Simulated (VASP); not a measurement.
Crystal: MnO.

```
Mn O
1.0
    -2.22100   -4.44200   -2.22100
    -2.22100    0.00000   -2.22100
     2.22100    0.00000   -2.22100
Mn O
2 2
Direct
  0.00000 0.00000 0.00000
  0.50000 0.00000 0.50000
  0.00000 0.50000 0.50000
  0.50000 0.50000 0.00000
```

Base run:

* Program: VASP 6.6.1
* Functional: PBEsol
* Potentials or basis: VASP PAW PBE potentials, release 64 (Mn_pv, O)
* Cutoff: 520 eV
* k mesh: 5 × 8 × 7
* Occupations: fermi-dirac, width 0.03 eV
* Spin: collinear spin
* Starting moments: [0.0, 4.5, 0.0, 0.0] μB
* Hubbard terms: Mn d U = 4.3 eV

Its results: band gap on the k mesh 0.19 eV; pressure -13.5 GPa; net moment 6.00 μB per cell; site moments Mn +0.99, +4.62; O +0.05, +0.08 μB.

Q: The run is repeated on the same cell with these changes: spin from collinear spin to collinear spin, ferromagnetic start; moments at the start from [0.0, 4.5, 0.0, 0.0] to [4.5, 4.5, 0.0, 0.0]. What comes out?

A: Band gap on the k mesh 0.18 eV; pressure 1.9 GPa; net moment 10.00 μB per cell; site moments Mn +4.62; O +0.14 μB.

Caveats: semilocal functionals underestimate gaps, and a narrow one can read as zero; the PAW data sets were made with another functional, which shifts forces and pressure a little; the stress differs along the axes, from -16 to -9 GPa (at least some runs); the run started ferromagnetic, and an antiferromagnetic order may lie lower in energy (at least some runs).

A k mesh can miss the band edges.
